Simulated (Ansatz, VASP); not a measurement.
# InSbMoO6 in VASP and in Ansatz

```xyz
18
Lattice="5.1700 0.0000 0.0000 0.0000 5.3974 0.0000 0.0000 0.0000 9.0271" Properties=species:S:1:pos:R:3 pbc="T T T"
In    0.0000    2.6987    4.7299
In    2.5850    0.0000    4.2972
Sb    0.0000    0.0000    6.9246
Sb    2.5850    2.6987    2.1025
Mo    2.5850    2.6987    7.3110
Mo    0.0000    0.0000    1.7161
O     1.1347    0.9821    5.5197
O     4.0353    4.4152    5.5197
O     3.7197    1.7166    3.5074
O     1.4503    3.6808    3.5074
O     1.2960    3.6674    6.3745
O     3.8740    1.7300    6.3745
O     3.8810    4.4287    2.6526
O     1.2890    0.9687    2.6526
O     1.7897    1.5843    8.3581
O     3.3803    3.8130    8.3581
O     4.3747    1.1143    0.6690
O     0.7953    4.2830    0.6690
```

Alike in both runs: functional PBE; dispersion D3(BJ); k mesh 4 × 4 × 2; occupations gaussian, width 0.1 eV; no spin polarisation.

Ansatz relaxed the structure, and its values are those at the end. VASP's run is a single point on that final structure, the one shown.

|  | VASP | Ansatz |
| --- | --- | --- |
| version | VASP 6.6.1 | Ansatz 0.2.0 |
| potentials or method | VASP PAW PBE potentials, release 64 (In_d, Sb, Mo_sv, O), cutoff 520 eV | scalar-relativistic, plane waves, PAW |
| valence electrons in the cell | 136 | 156 |

```csv
,VASP,Ansatz,Ansatz less VASP
gap on the k mesh at the Fermi level (eV),2.42,2.44,+0.021
least direct gap on the mesh (eV),2.68,2.70,+0.015
pressure (GPa),0.1,0.0,-0.09
rms of the force components (eV/Å),0.039,0.017,-0.0224
```

VASP's potentials hold 136 valence electrons a cell and Ansatz's 156, so a difference there can come from the potentials and not from the codes.

Spin-orbit coupling is off throughout.
